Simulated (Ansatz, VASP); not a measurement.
**Two plane-wave programs on Pd**

```xyz
2
Lattice="0.0000 2.9182 2.9182 2.9182 0.0000 2.9182 2.9182 2.9182 0.0000" Properties=species:S:1:pos:R:3 pbc="T T T"
Pd    0.7295    0.7295    0.7295
Pd    5.1068    5.1068    5.1068
```

Alike in both runs: task single point; functional PBEsol; k mesh 11 × 11 × 11; occupations fermi-dirac, width 0.1 eV; no spin polarisation.

```csv
,VASP,Ansatz
version,VASP 6.6.1,Ansatz 0.2.0
potentials or method,"VASP PAW PBE potentials, release 64 (Pd), cutoff 520 eV","plane waves (420 eV) with PAW, scalar-relativistic"
valence electrons in the cell,20,36
```

```tsv
	VASP	Ansatz	Ansatz less VASP
pressure (GPa)	-5.4	-5.2	+0.26
```

VASP's potentials were made for PBE, not for PBEsol, and Ansatz warns of the same on its side. The functional is the same, so the differences come from potentials, cutoffs and numerics. VASP's potentials hold 20 valence electrons a cell and Ansatz's 36, so a difference there can come from the potentials and not from the codes.
